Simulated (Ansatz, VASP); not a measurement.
# Ta: VASP beside Ansatz

```xyz
1
Lattice="-1.6513 1.6513 1.6017 1.6513 -1.6513 1.6017 1.6513 1.6513 -1.6017" Properties=species:S:1:pos:R:3 pbc="T T T"
Ta    0.0000    0.0000    0.0000
```

Change from the starting cell: strain +0.000 along x and y, -0.030 along z, atoms carried along.

Alike in both runs: task single point; functional PBE; k mesh 20 × 20 × 20; occupations gaussian, width 0.15 eV; no spin polarisation.

|  | VASP | Ansatz |
| --- | --- | --- |
| version | VASP 6.6.1 | Ansatz 0.2.0 |
| potentials or method | VASP PAW PBE potentials, release 64 (Ta_pv), cutoff 520 eV | scalar-relativistic, plane waves, PAW |
| valence electrons in the cell | 11 | 13 |

Ansatz gave:

| Property | Result |
| --- | --- |
| gap on the k mesh at the Fermi level (eV) | none |
| pressure (GPa) | 9.9 |
| traceless stress, the component that is largest in VASP (GPa) | 2.64 |

**Question.** What did VASP give for the same quantities?

**Answer.** gap on the k mesh at the Fermi level (eV): none; pressure (GPa): 10.1; traceless stress, the component that is largest in VASP (GPa): 2.64.

A gap of «none» marks a metal or a gap that the smearing closes. VASP's potentials hold 11 valence electrons a cell and Ansatz's 13, so a difference there can come from the potentials and not from the codes.

Neither program's run includes spin-orbit coupling.
